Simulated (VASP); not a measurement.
A run of VASP 6.6.1 is set up as follows.

The input INCAR:

```
SYSTEM = Al2Cu
PREC = Accurate ; ENCUT = 600
EDIFF = 1E-7 ; ISMEAR = 0
SIGMA = 0.1 ; LREAL = .False.
LASPH = .True. ; NELM = 100
ALGO = Normal ; ISIF = 3
LWAVE = .False. ; LCHARG = .False.
GGA = PE ; IBRION = 2
NSW = 70 ; EDIFFG = -0.008
PSTRESS = -10.0
```

Contents of KPOINTS:

```
Automatic mesh
0
Gamma
  10 10 10
  0 0 0
```

POSCAR

```
Al2Cu
1.0
   -3.0362530751      3.0362530751      2.4495180916
    3.0362530751     -3.0362530751      2.4495180916
    3.0362530751      3.0362530751     -2.4495180916
Al Cu
4 2
Direct
    0.8413053791      0.6586946209      0.5000000000
    0.6586946209      0.1586946209      0.8173892419
    0.3413053791      0.8413053791      0.1826107581
    0.1586946209      0.3413053791      0.5000000000
    0.2500000000      0.2500000000      0.0000000000
    0.7500000000      0.7500000000      0.0000000000
```

Potentials or basis: VASP PAW PBE potentials, release 64 (Al, Cu).

Run with:

```sh
$ cat potpaw_PBE.64/Al/POTCAR potpaw_PBE.64/Cu/POTCAR > POTCAR
$ mpirun -np 1 vasp_std > vasp.out
```

Predict the band gap on the k mesh.

zero (band 17 reaches 10.39 eV, above the bottom of band 18 at 6.10 eV).

Forces in eV/Å, atoms in the order of the input:
```
Al   0.003 -0.003  0.000
Al   0.003  0.003  0.000
Al  -0.003 -0.003  0.000
Al  -0.003  0.003  0.000
Cu   0.000  0.000  0.000
Cu   0.000  0.000  0.000
```

Caveat: the relaxation stopped at its first step, so nothing moved; the cell is relaxed towards a set pressure, so the enthalpy falls and the energy may rise.
